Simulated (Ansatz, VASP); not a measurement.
Co: VASP beside Ansatz

```
Co
1.0
     4.45786    0.00000    0.00000
     0.00000    4.45786    0.00000
     0.00000    0.00000    4.45786
Co
8
Direct
  0.00000 0.00000 0.00000
  0.50000 0.50000 0.50000
  0.25000 0.00000 0.50000
  0.75000 0.00000 0.50000
  0.50000 0.25000 0.00000
  0.50000 0.75000 0.00000
  0.00000 0.50000 0.25000
  0.00000 0.50000 0.75000
```

Alike in both runs: task relaxation of cell and atoms; functional PBEsol; k mesh 6 × 6 × 6; occupations fermi-dirac, width 0.1 eV; no spin polarisation.

|  | VASP | Ansatz |
| --- | --- | --- |
| version | VASP 6.6.1 | Ansatz 0.2.0 |
| potentials or method | VASP PAW PBE potentials, release 64 (Co), cutoff 600 eV | plane waves (420 eV) with PAW, scalar-relativistic |
| valence electrons in the cell | 72 | 136 |

|  | VASP | Ansatz | Ansatz less VASP |
| --- | --- | --- | --- |
| relaxed volume (Å³/atom) | 10.14 | 10.18 | +0.041 |
| relaxed cell length with the largest relative difference (Å) | 4.329 | 4.335 | +0.0059 |

VASP's potentials were made for PBE, not for PBEsol, and Ansatz warns of the same on its side. VASP's potentials hold 72 valence electrons a cell and Ansatz's 136, so a difference there can come from the potentials and not from the codes.
